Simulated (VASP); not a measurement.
Crystal: InSb.

```
CELL_PARAMETERS angstrom
3.76898 0.00000 0.00000
0.00000 3.76898 0.00000
0.00000 0.00000 3.76898
ATOMIC_POSITIONS crystal
In 0.00000 0.00000 0.00000
Sb 0.50000 0.50000 0.50000
```

Base run:

| Quantity | Value |
| --- | --- |
| Program | VASP 6.6.1 |
| Functional | PBE |
| Potentials or basis | VASP PAW PBE potentials, release 64 (In_d, Sb) |
| Cutoff | 520 eV |
| k mesh | 6 × 6 × 6 |
| Occupations | gaussian, width 0.5 eV |
| Spin | no spin polarisation |

Its results: band gap on the k mesh zero (band 9 reaches 9.06 eV, above the bottom of band 10 at 5.65 eV); pressure 1.4 GPa.

**Question.** The run is repeated on the same cell with these changes: occupations from gaussian, width 0.5 eV to fermi-dirac, width 0.02 eV. What comes out?

**Answer.** Band gap on the k mesh zero (band 9 reaches 9.07 eV, above the bottom of band 10 at 5.66 eV); pressure 1.0 GPa.

Caveats: spin-orbit coupling is left out, which moves the levels of the heavy elements.
